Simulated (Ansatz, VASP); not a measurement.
# Two plane-wave programs on Al

File INCAR:

```
SYSTEM = Al
PREC     = Accurate       ! precision mode
ENCUT    = 520            ! plane-wave cutoff, eV
EDIFF    = 1E-6           ! SCF threshold, eV
ISMEAR   = 0              ! smearing method
SIGMA    = 0.15           ! smearing width, eV
LREAL    = .False.        ! projectors in reciprocal space
LASPH    = .True.         ! aspherical terms in the spheres
NELM     = 80             ! most SCF steps
ALGO     = Normal         ! electronic algorithm
ISIF     = 2              ! what is computed and relaxed
LWAVE    = .False.        ! write WAVECAR
LCHARG   = .True.         ! write CHGCAR
GGA      = PS             ! functional
LELF     = .True.         ! ELF
LVHAR    = .True.       
NBANDS   = 8              ! bands
```

Contents of KPOINTS:

```
regular mesh
0
Gamma
  20 20 20
  0 0 0
```

Contents of POSCAR:

```
Al
1.0
   -1.5912186900      1.5912186900      1.6309991572
    1.5912186900     -1.5912186900      1.6309991572
    1.5912186900      1.5912186900     -1.6309991572
Al
1
Direct
    0.0000000000      0.0000000000      0.0000000000
```

Input for Ansatz:

```yaml
crystal:
  lattice:
    - [-1.59121869, 1.59121869, 1.6309991572]
    - [1.59121869, -1.59121869, 1.6309991572]
    - [1.59121869, 1.59121869, -1.6309991572]
  atoms:
    - { symbol: Al, position: [0.0, 0.0, 0.0] }
basis:
  ecutwfc: 420
kpoints:
  mp_grid: { grid: [20, 20, 20] }
hamiltonian:
  xc: pbesol
scf:
  occupations: { method: gaussian, width: 0.15 }
output:
  forces: true
  stress: true
  eigenvalues: true
```

Change from the starting cell: strain +0.000 along x and y, +0.025 along z, atoms carried along.

Alike in both runs: task single point; functional PBEsol; k mesh 20 × 20 × 20; occupations gaussian, width 0.15 eV; no spin polarisation.

```csv
,VASP,Ansatz
version,VASP 6.6.1,Ansatz 0.2.0
potentials or method,"VASP PAW PBE potentials, release 64 (Al), cutoff 520 eV","scalar-relativistic, plane waves, PAW"
valence electrons in the cell,3,3
```

|  | VASP | Ansatz | Ansatz less VASP |
| --- | --- | --- | --- |
| gap on the k mesh at the Fermi level (eV) | none | none | - |
| pressure (GPa) | 0.3 | 0.2 | -0.06 |
| traceless stress, the component that is largest in VASP (GPa) | 0.70 | 0.70 | -0.002 |

VASP's potentials were made for PBE, not for PBEsol. A gap of «none» marks a metal or a gap that the smearing closes.
